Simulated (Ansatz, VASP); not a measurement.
# Ca in VASP and in Ansatz

Contents of INCAR:

```
SYSTEM = Ca
PREC     = Accurate       ! precision mode
ENCUT    = 520            ! plane-wave cutoff, eV
EDIFF    = 1E-6           ! SCF threshold, eV
ISMEAR   = 0              ! smearing method
SIGMA    = 0.15           ! smearing width, eV
LREAL    = .FALSE.        ! projectors in reciprocal space
LASPH    = .TRUE.         ! aspherical terms in the spheres
NELM     = 100            ! most SCF steps
ALGO     = Fast           ! electronic algorithm
ISIF     = 2              ! what is computed and relaxed
LWAVE    = .FALSE.        ! write WAVECAR
LCHARG   = .TRUE.         ! write CHGCAR
GGA      = CA             ! functional
LELF     = .TRUE.         ! ELF
LVHAR    = .TRUE.       
NBANDS   = 17             ! bands
```

The input KPOINTS:

```
Automatic mesh
0
G
  15 15 8
  0 0 0
```

File POSCAR:

```
Ca
1.0
    4.0345268378      0.0000000000      0.0000000000
   -2.0172634189      3.4940027338      0.0000000000
    0.0000000000      0.0000000000      6.3449531218
Ca
2
Direct
    0.3333333333      0.6666666667      0.2500000000
    0.6666666667      0.3333333333      0.7500000000
```

Input for Ansatz:

```yaml
crystal:
  lattice:
    - [4.0345268378, 0.0, 0.0]
    - [-2.0172634189, 3.4940027338, 0.0]
    - [0.0, 0.0, 6.3449531218]
  atoms:
    - { symbol: Ca, position: [0.3333333333, 0.6666666667, 0.25] }
    - { symbol: Ca, position: [0.6666666667, 0.3333333333, 0.75] }
basis:
  ecutwfc: 420
kpoints:
  mp_grid: { grid: [15, 15, 8] }
hamiltonian:
  xc: lda
scf:
  occupations: { method: gaussian, width: 0.15 }
output:
  forces: true
  stress: true
  eigenvalues: true
```

Alike in both runs: task single point; functional LDA; k mesh 15 × 15 × 8; occupations gaussian, width 0.15 eV; no spin polarisation.

```csv
,VASP,Ansatz
version,VASP 6.6.1,Ansatz 0.2.0
potentials or method,"VASP PAW LDA potentials, release 64 (Ca_sv), cutoff 520 eV","scalar-relativistic, plane waves, PAW"
valence electrons in the cell,20,20
```

```csv
,VASP,Ansatz,Ansatz less VASP
gap on the k mesh at the Fermi level (eV),none,none,-
pressure (GPa),-2.3,-2.3,+0.01
"traceless stress, the component that is largest in VASP (GPa)",0.63,0.63,-0.002
```

LDA's correlation is that of Perdew and Zunger in VASP and of Perdew and Wang (1992) in Ansatz. A gap of «none» marks a metal or a gap that the smearing closes.
